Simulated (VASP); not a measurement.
Here is a VASP 6.6.1 calculation.

File INCAR:

```
SYSTEM = Si10H5Cl
  PREC = Accurate
  ENCUT = 520
  EDIFF = 1E-7
  ISMEAR = -1
  SIGMA = 0.02
  LREAL = Auto
  LASPH = .True.
  NELM = 100
  ALGO = Normal
  ISIF = 2
  LWAVE = .False.
  LCHARG = .False.
  GGA = PS
  NBANDS = 74
```

Contents of KPOINTS:

```
regular mesh
0
Gamma
  2 2 1
  0 0 0
```

Contents of POSCAR:

```
Si10H5Cl
1.0
    7.6791800000      0.0000000000      0.0000000000
    0.0000000000      7.6791800000      0.0000000000
    0.0000000000      0.0000000000     20.2543620000
H Si Cl
10 20 2
Direct
    0.4093920184      0.0000000000      0.0493720809
    0.0906079816      0.0000000000      0.0493720809
    0.9093920184      0.0000000000      0.0493720809
    0.5906079816      0.0000000000      0.0493720809
    0.4093920184      0.5000000000      0.0493720809
    0.0906079816      0.5000000000      0.0493720809
    0.9093920184      0.5000000000      0.0493720809
    0.5906079816      0.5000000000      0.0493720809
    0.2480436713      0.4646835990      0.4245106313
    0.7470791152      0.4682438750      0.4208901273
    0.2500000000      0.0000000000      0.0921036170
    0.7500000000      0.0000000000      0.0921036170
    0.2500000000      0.5000000000      0.0921036170
    0.7500000000      0.5000000000      0.0921036170
    0.2388615712      0.2500756591      0.1552217246
    0.7423747067      0.2508989241      0.1553307381
    0.2480426296      0.7503668360      0.1604626697
    0.7502123925      0.7483258629      0.1610670827
   -0.0101707474      0.2511264224      0.2210139228
    0.4897114015      0.2553535664      0.2181006244
    0.0000097667      0.7497956813      0.2304758847
    0.4976144588      0.7466501632      0.2284810057
   -0.0042142520      0.0110214893      0.2930172770
    0.4983313323      0.0119270547      0.2862100026
    0.0039220333      0.4888240672      0.2931873638
    0.4940976771      0.4883422449      0.2929084115
    0.2515461286      0.0788773020      0.3489834930
    0.7376699075      0.1067486372      0.3476575564
    0.2495856328      0.3975376277      0.3548575857
    0.7496784813      0.4160967707      0.3493771860
    0.6414733083      0.0664693366      0.4439207219
    0.2247565495     -0.0888895689      0.4298209936
```

Potentials or basis: VASP PAW PBE potentials, release 64 (H, Si, Cl).

Command:

```console
$ cat potpaw_PBE.64/H/POTCAR potpaw_PBE.64/Si/POTCAR potpaw_PBE.64/Cl/POTCAR > POTCAR
$ mpirun -np 1 vasp_std > vasp.out
```

Question: Predict the band gap on the k mesh.

Answer: 1.19 eV, indirect (least direct gap 1.39 eV).

Question: Estimate the largest force.

Answer: 0.563 eV/Å.

Forces on the atoms (eV/Å):
```
H   -0.469 -0.036 -0.020
H    0.498 -0.113 -0.086
H   -0.460 -0.054 -0.014
H    0.489 -0.114 -0.058
H   -0.453  0.032  0.002
H    0.501  0.135 -0.109
H   -0.465  0.050 -0.040
H    0.492  0.116 -0.073
H    0.002 -0.011  0.010
H   -0.008  0.042 -0.007
Si  -0.099 -0.230  0.013
Si  -0.059 -0.287  0.160
Si  -0.249  0.253  0.004
Si  -0.006  0.248 -0.039
Si   0.014  0.004 -0.007
Si   0.005  0.000  0.006
Si  -0.006  0.001 -0.001
Si  -0.010  0.000 -0.002
Si   0.019 -0.008 -0.021
Si   0.004 -0.005 -0.003
Si  -0.011 -0.006  0.001
Si  -0.011  0.007  0.008
Si  -0.095  0.000 -0.017
Si  -0.014  0.002  0.015
Si  -0.008 -0.004 -0.007
Si  -0.003  0.008 -0.008
Si  -0.098 -0.017 -0.040
Si  -0.059 -0.030  0.142
Si  -0.002  0.002 -0.010
Si  -0.007 -0.003 -0.010
Cl   0.510 -0.234  0.046
Cl   0.057  0.251  0.166
```

Caveat: the PAW data sets were made with another functional, which shifts forces and pressure a little.
